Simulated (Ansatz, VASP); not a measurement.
One calculation of SrTe, two programs

```
Sr Te
1.0
     0.00000    3.35266    3.35266
     3.35266    0.00000    3.35266
     3.35266    3.35266    0.00000
Sr Te
1 1
Direct
  0.00000 0.00000 0.00000
  0.50000 0.50000 0.50000
```

Alike in both runs: task single point; functional HF; k mesh 4 × 4 × 4; no spin polarisation.

```csv
,VASP,Ansatz
version,VASP 6.6.1,Ansatz 0.2.0
potentials or method,"VASP PAW PBE potentials, release 64 (Sr_sv, Te)","plane waves, PAW"
plane-wave cutoff (eV),400,420
occupations,"gaussian, width 0.01 eV",fixed
valence electrons in the cell,16,26
```

```csv
,VASP,Ansatz,Ansatz less VASP
gap on the k mesh at the Fermi level (eV),8.27,7.80,-0.467
pressure (GPa),2.5,4.0,+1.48
```

VASP's potentials were made for PBE, not for HF. VASP's potentials hold 16 valence electrons a cell and Ansatz's 26, so a difference there can come from the potentials and not from the codes. Ansatz's warnings: stress exchange threshold loose, stress scf threshold loose.

Neither program's run includes spin-orbit coupling.
